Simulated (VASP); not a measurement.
A run of VASP 6.6.1 is set up as follows.

File INCAR:

```
SYSTEM = HfO2
PREC = Accurate
ENCUT = 520
EDIFF = 1E-8
ISMEAR = -1
SIGMA = 0.01
LREAL = .FALSE.
LASPH = .TRUE.
NELM = 80
ALGO = Normal
ISIF = 2
LWAVE = .FALSE.
LCHARG = .FALSE.
GGA = PE
LEFG = .TRUE.
NBANDS = 18
```

KPOINTS

```
Automatic mesh
0
G
  9 9 9
  0 0 0
```

The input POSCAR:

```
HfO2
1.0
    0.0000000000      2.5575000000      2.5575000000
    2.5575000000      0.0000000000      2.5575000000
    2.5575000000      2.5575000000      0.0000000000
Hf O
1 2
Direct
    0.0000000000      0.0000000000      0.0000000000
    0.2500000000      0.2500000000      0.2500000000
    0.7500000000      0.7500000000      0.7500000000
```

Potentials or basis: VASP PAW PBE potentials, release 64 (Hf_pv, O).

Command:

```console
$ cat potpaw_PBE.64/Hf_pv/POTCAR potpaw_PBE.64/O/POTCAR > POTCAR
$ mpirun -np 1 vasp_std > vasp.out
```

Problem. Predict the band gap on the k mesh.

Solution. 3.84 eV, indirect (least direct gap 3.95 eV).

Problem. Predict the pressure.

Solution. -6.0 GPa.

Caveat: without QUAD_EFG the Cq values of the log hold for a quadrupole moment of 1 mb, not for the nuclei; spin-orbit coupling is left out, which moves the levels of the heavy elements. A k mesh can miss the band edges.
